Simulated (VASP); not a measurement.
## C: single point with LDA

C:

```xyz
2
Lattice="1.2280 0.7090 3.3470 -1.2280 0.7090 3.3470 0.0000 -1.4180 3.3470" Properties=species:S:1:pos:R:3 pbc="T T T"
C     0.1396    0.0806    9.0337
C     0.0651    0.0376    1.5652
```

```
Program                : VASP 6.6.1
Task                   : single point
Functional             : LDA
Potentials or basis    : VASP PAW LDA potentials, release 64 (C)
Cutoff                 : 520 eV
k mesh                 : 11 × 11 × 11
Occupations            : fermi-dirac, width 0.05 eV
Spin                   : no spin polarisation
Dipole correction      : no
Further INCAR settings : ALGO = Normal; EDIFF = 1e-06; NBANDS = 11
```

```yaml
Pressure: -34.7 GPa
Largest_force: 8.073 eV/Å
Band_gap_on_the_k_mesh: zero (band 4 reaches 5.86 eV, above the bottom of band 5 at 3.44 eV)
```

Forces on the atoms (eV/Å):
```
C   -0.057 -0.033 -8.073
C    0.057  0.033  8.073
```

Stress tensor (GPa, compression positive):
```
 -1.88   0.81   1.54
  0.81  -2.82   0.89
  1.54   0.89 -99.40
```

Levels at points of the mesh, in eV from the Fermi level:
| k point | band 1 | band 2 | band 3 | band 4 | band 5 | band 6 | band 7 | band 8 |
| --- | --- | --- | --- | --- | --- | --- | --- | --- |
| (0.00, 0.00, 0.00) | -17.74 | -4.64 | -1.58 | 0.51 | 2.03 | 6.95 | 8.90 | 12.40 |

Run time: 60 s on 1 thread of Intel(R) Xeon(R) Platinum 8488C (Sapphire Rapids) (shared host), peak memory 0.17 GiB.

Caveat: forces of over 1 eV/Å act on the atoms, so gaps and moduli don't describe the material at rest.
